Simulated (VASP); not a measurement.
Input of a VASP 6.6.1 run:

The input POSCAR:

```
SiSe
1.0
    3.5952000000      0.0000000000      0.0000000000
   -1.7976000000      3.1135300000      0.0000000000
    0.0000000000      0.0000000000      3.5987300000
Si Se
1 1
Direct
    0.6666700000      0.3333300000      0.5000000000
    0.0000000000      0.0000000000      0.0000000000
```

The input INCAR.step1:

```
PREC = Accurate
ENCUT = 520
EDIFF = 1E-5
ISMEAR = -1
SIGMA = 0.05
LREAL = F
LASPH = T
NELM = 100
ALGO = Normal
ISIF = 2
LWAVE = T
LCHARG = F
GGA = PE
NBANDS = 12
```

INCAR.step2

```
PREC = Accurate
ENCUT = 520
EDIFF = 1E-7
ISMEAR = -1
SIGMA = 0.05
LREAL = F
LASPH = T
NELM = 100
ALGO = Normal
ISIF = 2
LWAVE = F
LCHARG = F
METAGGA = R2SCAN
LHFCALC = T
AEXX = 0.5
LMIXTAU = T
PRECFOCK = Normal
ISTART = 1
NBANDS = 12
```

The input KPOINTS:

```
Automatic mesh
0
Gamma
  5 5 4
```

Potentials or basis: VASP PAW PBE potentials, release 64 (Si, Se).

Command:

```console
$ cat potpaw_PBE.64/Si/POTCAR potpaw_PBE.64/Se/POTCAR > POTCAR
$ cp INCAR.step1 INCAR
$ mpirun -np 1 vasp_std > vasp.out
$ cp INCAR.step2 INCAR
$ mpirun -np 1 vasp_std > vasp.out
```

Q: Predict the largest force.

A: 0.005 eV/Å.

Q: Predict the pressure.

A: -4.6 GPa.

Q: Predict the band gap on the k mesh.

A: Zero (bands 5 and 6 overlap by 5.23 eV).

Forces on the atoms (eV/Å):
```
Si   0.004 -0.003  0.000
Se  -0.004  0.003  0.000
```

Caveat: the k points lie up to 0.44 Å⁻¹ apart, too coarse for converged energies and pressures of a metal; the PAW data sets were made with another functional, which shifts forces and pressure a little.
